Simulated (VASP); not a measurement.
# Ge (Fd-3m) in VASP: a series of runs, part 2 of 2

VASP 6.6.1.

## Step 4: Single point, LDA

This run uses another cell than the first one, of 22.46 Å³/atom, 1.011 times its volume.

INCAR

```
PREC = Accurate ; ENCUT = 520
EDIFF = 1E-7 ; ISMEAR = 0
SIGMA = 0.05 ; LREAL = F
LASPH = T ; NELM = 60
ALGO = Normal ; ISIF = 2
LWAVE = F ; LCHARG = F
GGA = CA ; NBANDS = 21
```

KPOINTS

```
regular mesh
0
Gamma
  14 14 14
```

POSCAR

```
Ge
1.0
    0.0000000000      2.8212572425      2.8212572425
    2.8212572425      0.0000000000      2.8212572425
    2.8212572425      2.8212572425      0.0000000000
Ge
2
Direct
    0.5000000000      0.5000000000      0.5000000000
    0.7500000000      0.7500000000      0.7500000000
```

Potentials or basis: VASP PAW LDA potentials, release 64 (Ge_d).

Run with:

```bash
$ cat potpaw_LDA.64/Ge_d/POTCAR > POTCAR
$ mpirun -np 1 vasp_std > vasp.out
```

OUTCAR:

```text
PREC = Accurate
   ENCUT = 520
   EDIFF = 1E-7
   ISMEAR = 0
   LREAL = F
   LASPH = T
   NELM = 60
   ISIF = 2
   GGA = CA

 ion  position               nearest neighbor table
   1  0.500  0.500  0.500-   2 2.44   2 2.44   2 2.44   2 2.44
   2  0.750  0.750  0.750-   1 2.44   1 2.44   1 2.44   1 2.44

  LATTYP: Found a face centered cubic cell.
 ALAT       =     5.6425144850

  Lattice vectors:

 A1 = (   0.0000000000,   2.8212572425,   2.8212572425)
 A2 = (   2.8212572425,   0.0000000000,   2.8212572425)
 A3 = (   2.8212572425,   2.8212572425,   0.0000000000)

Analysis of symmetry for initial positions (statically):
=====================================================================
 Subroutine PRICEL returns:
 Original cell was already a primitive cell.

 Routine SETGRP: Setting up the symmetry group for a
 face centered cubic supercell.

 Subroutine GETGRP returns: Found 48 space group operations
 (whereof 24 operations were pure point group operations)
 out of a pool of 48 trial point group operations.

The static configuration has the point symmetry T_d .
 The point group associated with its full space group is O_h .

Analysis of symmetry for dynamics (positions and initial velocities):
=====================================================================
 Subroutine PRICEL returns:
 Original cell was already a primitive cell.

 Routine SETGRP: Setting up the symmetry group for a
 face centered cubic supercell.

 Subroutine GETGRP returns: Found 48 space group operations
 (whereof 24 operations were pure point group operations)
 out of a pool of 48 trial point group operations.

The dynamic configuration has the point symmetry T_d .
 The point group associated with its full space group is O_h .

 Subroutine INISYM returns: Found 48 space group operations
 (whereof 24 operations are pure point group operations),
 and found     1 'primitive' translations

[... 103 lines left out ...]
   TEBEG  =    0.0;   TEEND  =   0.0 temperature during run
   PSTRESS=    0.0 pullay stress
   NELECT =      28.0000    total number of electrons
   NUPDOWN=      -1.0000    fix difference up-down
   EMIN   =  10.00;   EMAX   =-10.00  energy-range for DOS
   EFERMI =   0.00;   METHOD = LEGACY
   ISMEAR =     0;   SIGMA  =   0.05  broadening in eV -4-tet -1-fermi 0-gaus
   EFERMI_NEDOS =   21; number of points for ismear=-14 and -15
   IALGO  =     38    algorithm
   IMIX   =      4    mixing-type and parameters
     AMIX     =   0.40;   BMIX     =  1.00
     AMIX_MAG =   1.60;   BMIX_MAG =  1.00
  volume/ion in A,a.u.               =      22.46       151.54
  Fermi-wavevector in a.u.,A,eV,Ry     =   1.398540  2.642857 26.611819  1.955914
  Thomas-Fermi vector in A             =   2.521688
   LORBIT       =      0    0 simple, 1 ext, 2 COOP (PROOUT), +10 PAW based schemes
   GGA     = CA    functional components
   LHFCALC =     F    Hartree Fock is set to
   AEXX    =    0.0000 exact exchange contribution
   IVDW    =     0    specifies the selected vdW correction
   LEPSILON=     F    determine dielectric tensor
   LRPA    =     F    only Hartree local field effects (RPA)
 non-spin polarized calculation
 Gauss-broadening in eV      SIGMA  =   0.05
  energy-cutoff  :      520.00
  volume of cell :       44.91
 maximum number of plane-waves:      1243
 NGX is ok and might be reduce to    30
   NGX = 15   NGY = 15   NGZ = 15

 number of electron      28.0000028 magnetization

 Free energy of the ion-electron system (eV)
  ---------------------------------------------------
  ext. energy  EPLUGINS =         0.00000000
  ---------------------------------------------------
  free energy    TOTEN  =       -10.39117307 eV

  energy without entropy =      -10.39113960  energy(sigma->0) =      -10.39115634

 E-fermi :   4.8161     XC(G=0): -10.3268

 val. band max:        4.8024734229   @ k =   0.0000   0.0000   0.0000
 cond. band min:       4.8933440879   @ k =   0.5000   0.0000   0.0000
 fundamental gap:      0.0908706650
 Fermi energy:         4.8161065627

 k-point     1 :       0.0000    0.0000    0.0000
  band No.  band energies     occupation
      1     -20.1486      2.00000
      2     -20.1486      2.00000
      3     -20.1486      2.00000
      4     -20.1113      2.00000
      5     -20.1113      2.00000
      6     -19.8962      2.00000
[... 565 lines left out ...]
     20      14.0104      0.00000
     21      14.6464      0.00000

 [... further k-points ...]
[... 5 lines left out ...]
  --------------------------------------------------------------------------------------
  -------------------------------------------------------------------------------------
  Total       -0.1605993     -0.1605993     -0.1605993      0.0000000      0.0000000     -0.0000000
  in kB       -5.7292280     -5.7292280     -5.7292280      0.0000000      0.0000000     -0.0000000
  external PRESSURE =      -5.7292280 kB  Pullay stress =       0.0000000 kB

 VOLUME and BASIS-vectors are now :
 -----------------------------------------------------------------------------
  energy-cutoff  :      520.00
  volume of cell :       44.91
      direct lattice vectors                 reciprocal lattice vectors
     0.000000000  2.821257243  2.821257243    -0.177225952  0.177225952  0.177225952
     2.821257243  0.000000000  2.821257243     0.177225952 -0.177225952  0.177225952
     2.821257243  2.821257243  0.000000000     0.177225952  0.177225952 -0.177225952

 POSITION                                       TOTAL-FORCE (eV/Angst)
 -----------------------------------------------------------------------------------
      2.82126      2.82126      2.82126         0.000000      0.000000      0.000000
      4.23189      4.23189      4.23189        -0.000000     -0.000000     -0.000000
 -----------------------------------------------------------------------------------
    total drift:                                0.000000     -0.000000     -0.000000

  FREE ENERGIE OF THE ION-ELECTRON SYSTEM (eV)
  ---------------------------------------------------
  free  energy   TOTEN  =       -10.3911730743 eV

  energy  without entropy=      -10.3911396017  energy(sigma->0) =      -10.39115634
```

OSZICAR:

```text
N       E                     dE             d eps       ncg     rms          rms(c)
DAV:   1     0.191272550963E+03    0.19127E+03   -0.14727E+04  4902   0.361E+03
DAV:   2     0.170817481420E+02   -0.17419E+03   -0.16877E+03  4378   0.608E+02
DAV:   3    -0.965803170970E+01   -0.26740E+02   -0.26575E+02  4928   0.143E+02
DAV:   4    -0.105542792490E+02   -0.89625E+00   -0.89570E+00  5016   0.306E+01
DAV:   5    -0.105687467215E+02   -0.14467E-01   -0.14467E-01  4926   0.428E+00    0.332E+00
DAV:   6    -0.104501557655E+02    0.11859E+00   -0.37131E-02  4923   0.162E+00    0.190E+00
DAV:   7    -0.103904502728E+02    0.59705E-01   -0.74369E-02  4712   0.198E+00    0.139E-01
DAV:   8    -0.103911332032E+02   -0.68293E-03   -0.55497E-03  4998   0.820E-01    0.479E-02
DAV:   9    -0.103911764755E+02   -0.43272E-04   -0.82140E-05  5098   0.901E-02    0.127E-02
DAV:  10    -0.103911731285E+02    0.33470E-05   -0.83277E-06  5880   0.406E-02    0.418E-03
DAV:  11    -0.103911730743E+02    0.54184E-07   -0.88305E-07  4682   0.809E-03
   1 F= -.10391173E+02 E0= -.10391156E+02  d E =-.334726E-04
```

stdout:

```text
POSCAR found type information on POSCAR Ge
 POSCAR found :  1 types and       2 ions
 scaLAPACK will be used
 LDA part: xc-table for (Slater(with rela. corr.)+CA(PZ))
 , standard interpolation
 POSCAR, INCAR and KPOINTS ok, starting setup
 FFT: planning ... GRIDC
 FFT: planning ... GRID_SOFT
 FFT: planning ... GRID
 WAVECAR not read
 entering main loop
```

Wall time 1.8 min (1 thread of AMD EPYC 7R13, shared host); peak memory 0.17 GiB.

Results:

```yaml
Free_energy: -10.3912 eV
Pressure: -0.6 GPa
Band_gap_on_the_k_mesh: zero (filled and empty bands touch)
```

## Step 5: Single point, LDA

This run uses another cell than the first one, of 22.67 Å³/atom, 1.020 times its volume.

INCAR

```
PREC = Accurate ; ENCUT = 520
EDIFF = 1E-6 ; ISMEAR = 0
SIGMA = 0.05 ; LREAL = F
LASPH = T ; NELM = 60
ALGO = Normal ; ISIF = 2
LWAVE = F ; LCHARG = F
NBANDS = 21
```

KPOINTS is that of step 4.

POSCAR

```
Ge
1.0
    0.0000000000      2.8300000000      2.8300000000
    2.8300000000      0.0000000000      2.8300000000
    2.8300000000      2.8300000000      0.0000000000
Ge
2
Direct
    0.5000000000      0.5000000000      0.5000000000
    0.7500000000      0.7500000000      0.7500000000
```

Potentials or basis: VASP PAW LDA potentials, release 64 (Ge_d).

Run with:

```bash
$ cat potpaw_LDA.64/Ge_d/POTCAR > POTCAR
$ mpirun -np 1 vasp_std > vasp.out
```

OUTCAR:

```text
PREC = Accurate
   ENCUT = 520
   EDIFF = 1E-6
   ISMEAR = 0
   LREAL = F
   LASPH = T
   NELM = 60
   ISIF = 2

 ion  position               nearest neighbor table
   1  0.500  0.500  0.500-   2 2.45   2 2.45   2 2.45   2 2.45
   2  0.750  0.750  0.750-   1 2.45   1 2.45   1 2.45   1 2.45

  LATTYP: Found a face centered cubic cell.
 ALAT       =     5.6600000000

  Lattice vectors:

 A1 = (   0.0000000000,   2.8300000000,   2.8300000000)
 A2 = (   2.8300000000,   0.0000000000,   2.8300000000)
 A3 = (   2.8300000000,   2.8300000000,   0.0000000000)

Analysis of symmetry for initial positions (statically):
=====================================================================
 Subroutine PRICEL returns:
 Original cell was already a primitive cell.

 Routine SETGRP: Setting up the symmetry group for a
 face centered cubic supercell.

 Subroutine GETGRP returns: Found 48 space group operations
 (whereof 24 operations were pure point group operations)
 out of a pool of 48 trial point group operations.

The static configuration has the point symmetry T_d .
 The point group associated with its full space group is O_h .

Analysis of symmetry for dynamics (positions and initial velocities):
=====================================================================
 Subroutine PRICEL returns:
 Original cell was already a primitive cell.

 Routine SETGRP: Setting up the symmetry group for a
 face centered cubic supercell.

 Subroutine GETGRP returns: Found 48 space group operations
 (whereof 24 operations were pure point group operations)
 out of a pool of 48 trial point group operations.

The dynamic configuration has the point symmetry T_d .
 The point group associated with its full space group is O_h .

 Subroutine INISYM returns: Found 48 space group operations
 (whereof 24 operations are pure point group operations),
 and found     1 'primitive' translations

----------------------------------------------------------------------------------------

                                     Primitive cell

[... 104 lines left out ...]
   EFERMI =   0.00;   METHOD = LEGACY
   ISMEAR =     0;   SIGMA  =   0.05  broadening in eV -4-tet -1-fermi 0-gaus
   EFERMI_NEDOS =   21; number of points for ismear=-14 and -15
   IALGO  =     38    algorithm
   IMIX   =      4    mixing-type and parameters
     AMIX     =   0.40;   BMIX     =  1.00
     AMIX_MAG =   1.60;   BMIX_MAG =  1.00
  volume/ion in A,a.u.               =      22.67       152.95
  Fermi-wavevector in a.u.,A,eV,Ry     =   1.394219  2.634692 26.447648  1.943847
  Thomas-Fermi vector in A             =   2.517790
   LORBIT       =      0    0 simple, 1 ext, 2 COOP (PROOUT), +10 PAW based schemes
   GGA     = CA    functional components
   LHFCALC =     F    Hartree Fock is set to
   AEXX    =    0.0000 exact exchange contribution
   IVDW    =     0    specifies the selected vdW correction
   LEPSILON=     F    determine dielectric tensor
   LRPA    =     F    only Hartree local field effects (RPA)
 non-spin polarized calculation
 Gauss-broadening in eV      SIGMA  =   0.05
  energy-cutoff  :      520.00
  volume of cell :       45.33
 maximum number of plane-waves:      1243
 NGX is ok and might be reduce to    30
   NGX = 15   NGY = 15   NGZ = 15

 number of electron      28.0000021 magnetization

 Free energy of the ion-electron system (eV)
  ---------------------------------------------------
  ext. energy  EPLUGINS =         0.00000000
  ---------------------------------------------------
  free energy    TOTEN  =       -10.38876520 eV

  energy without entropy =      -10.38872066  energy(sigma->0) =      -10.38874293

 E-fermi :   4.7188     XC(G=0): -10.2830

 val. band max:        4.7116009798   @ k =   0.0000   0.0000   0.0000
 cond. band min:       4.7739176560   @ k =   0.5000   0.0000   0.0000
 fundamental gap:      0.0623166763
 Fermi energy:         4.7188191875

 k-point     1 :       0.0000    0.0000    0.0000
  band No.  band energies     occupation
      1     -20.2263      2.00000
      2     -20.2263      2.00000
      3     -20.2263      2.00000
      4     -20.1897      2.00000
      5     -20.1897      2.00000
      6     -19.9797      2.00000
[... 565 lines left out ...]
     20      13.8825      0.00000
     21      14.5292      0.00000

 [... further k-points ...]
[... 5 lines left out ...]
  --------------------------------------------------------------------------------------
  -------------------------------------------------------------------------------------
  Total       -0.3359078     -0.3359078     -0.3359078      0.0000000      0.0000000      0.0000000
  in kB      -11.8724773    -11.8724773    -11.8724773      0.0000000      0.0000000      0.0000000
  external PRESSURE =     -11.8724773 kB  Pullay stress =       0.0000000 kB

 VOLUME and BASIS-vectors are now :
 -----------------------------------------------------------------------------
  energy-cutoff  :      520.00
  volume of cell :       45.33
      direct lattice vectors                 reciprocal lattice vectors
     0.000000000  2.830000000  2.830000000    -0.176678445  0.176678445  0.176678445
     2.830000000  0.000000000  2.830000000     0.176678445 -0.176678445  0.176678445
     2.830000000  2.830000000  0.000000000     0.176678445  0.176678445 -0.176678445

 POSITION                                       TOTAL-FORCE (eV/Angst)
 -----------------------------------------------------------------------------------
      2.83000      2.83000      2.83000         0.000000      0.000000      0.000000
      4.24500      4.24500      4.24500        -0.000000     -0.000000     -0.000000
 -----------------------------------------------------------------------------------
    total drift:                                0.000000     -0.000000     -0.000000

  FREE ENERGIE OF THE ION-ELECTRON SYSTEM (eV)
  ---------------------------------------------------
  free  energy   TOTEN  =       -10.3887652047 eV

  energy  without entropy=      -10.3887206640  energy(sigma->0) =      -10.38874293
```

OSZICAR:

```text
N       E                     dE             d eps       ncg     rms          rms(c)
DAV:   1     0.192789301575E+03    0.19279E+03   -0.14723E+04  4893   0.359E+03
DAV:   2     0.174520444846E+02   -0.17534E+03   -0.16979E+03  4383   0.611E+02
DAV:   3    -0.964508210139E+01   -0.27097E+02   -0.26925E+02  4953   0.144E+02
DAV:   4    -0.105477973305E+02   -0.90272E+00   -0.90224E+00  4898   0.307E+01
DAV:   5    -0.105622075993E+02   -0.14410E-01   -0.14410E-01  5016   0.426E+00    0.327E+00
DAV:   6    -0.104464974567E+02    0.11571E+00   -0.36231E-02  4928   0.162E+00    0.187E+00
DAV:   7    -0.103880527839E+02    0.58445E-01   -0.72750E-02  4657   0.197E+00    0.139E-01
DAV:   8    -0.103887212933E+02   -0.66851E-03   -0.54465E-03  5013   0.818E-01    0.489E-02
DAV:   9    -0.103887685776E+02   -0.47284E-04   -0.80626E-05  4967   0.870E-02    0.126E-02
DAV:  10    -0.103887652293E+02    0.33484E-05   -0.81284E-06  5935   0.398E-02    0.413E-03
DAV:  11    -0.103887652047E+02    0.24536E-07   -0.80842E-07  3517   0.838E-03
   1 F= -.10388765E+02 E0= -.10388743E+02  d E =-.445407E-04
```

stdout:

```text
POSCAR found type information on POSCAR Ge
 POSCAR found :  1 types and       2 ions
 scaLAPACK will be used
 LDA part: xc-table for (Slater(with rela. corr.)+CA(PZ))
 , standard interpolation
 POSCAR, INCAR and KPOINTS ok, starting setup
 FFT: planning ... GRIDC
 FFT: planning ... GRID_SOFT
 FFT: planning ... GRID
 WAVECAR not read
 entering main loop
```

Wall time 1.9 min (1 thread of AMD EPYC 7R13, shared host); peak memory 0.17 GiB.

What came out:

```yaml
Free_energy: -10.3888 eV
Pressure: -1.2 GPa
Band_gap_on_the_k_mesh: zero (filled and empty bands touch)
```

## Step 6: Summary

| cell | gap on the mesh (eV) | pressure (GPa) |
| --- | --- | --- |
| a = 3.975 Å, angles 60.0°, 2 atoms | - | 0.2 |
| a = 3.990 Å, angles 60.0°, 2 atoms | none | -0.6 |
| a = 4.002 Å, angles 60.0°, 2 atoms | none | -1.2 |

Alike in all rows: task single point; level LDA; potentials or basis VASP PAW LDA potentials, release 64 (Ge_d); no spin polarisation; k mesh 14 × 14 × 14; cutoff (eV) 520; smearing gaussian 0.05 eV.

Total energies depend on the potentials used, so only differences within one code and one set of settings carry meaning.
